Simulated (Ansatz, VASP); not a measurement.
SnO: VASP beside Ansatz

```
CELL_PARAMETERS angstrom
3.82017 0.00000 0.00000
0.00000 3.82017 0.00000
0.00000 0.00000 22.22607
ATOMIC_POSITIONS crystal
Sn 0.50000 0.00000 0.20246
Sn 0.00000 0.50000 0.30878
Sn 0.12500 0.62500 0.47840
Sn 0.62500 0.12500 0.58472
O 0.00000 0.00000 0.25562
O 0.50000 0.50000 0.25562
O 0.62500 0.62500 0.53156
O 0.12500 0.12500 0.53156
```

Alike in both runs: task single point; functional PBE; dispersion D3(BJ); k mesh 7 × 7 × 1; occupations gaussian, width 0.05 eV; no spin polarisation.

```csv
,VASP,Ansatz
version,VASP 6.6.1,Ansatz 0.2.0
potentials or method,"VASP PAW PBE potentials, release 64 (Sn_d, O), cutoff 520 eV","scalar-relativistic, plane waves, PAW"
valence electrons in the cell,80,80
```

|  | VASP | Ansatz | Ansatz less VASP |
| --- | --- | --- | --- |
| gap on the k mesh at the Fermi level (eV) | 2.07 | 2.08 | +0.007 |
| least direct gap on the mesh (eV) | 2.33 | 2.34 | +0.010 |
| rms of the force components (eV/Å) | 0.061 | 0.081 | +0.0201 |

Ansatz's warnings: xc potential rough in thin density.
